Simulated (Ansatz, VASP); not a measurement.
# YZr in VASP and in Ansatz

```xyz
2
Lattice="3.4236 0.0000 0.0000 -1.7118 2.9649 0.0000 0.0000 0.0000 5.4026" Properties=species:S:1:pos:R:3 pbc="T T T"
Y     1.7118    0.9883    2.7013
Zr    0.0000    1.9766    0.0000
```

Alike in both runs: task single point; functional LDA; k mesh 3 × 3 × 2; no spin polarisation.

|  | VASP | Ansatz |
| --- | --- | --- |
| version | VASP 6.6.1 | Ansatz 0.2.0 |
| potentials or method | VASP PAW LDA potentials, release 64 (Y_sv, Zr_sv) | plane waves, PAW |
| plane-wave cutoff (eV) | 500 | 420 |
| occupations | methfessel-paxton of order 1, width 0.15 eV | cold, width 0.15 eV |
| valence electrons in the cell | 23 | 23 |

```tsv
	VASP	Ansatz	Ansatz less VASP
pressure (GPa)	-6.6	-6.6	+0.06
traceless stress, the component that is largest in VASP (GPa)	0.26	0.40	+0.134
```

LDA's correlation is that of Perdew and Zunger in VASP and of Perdew and Wang (1992) in Ansatz. Ansatz's warnings: stress scf threshold loose.

The k mesh is coarse, so the values compare programs but aren't converged.
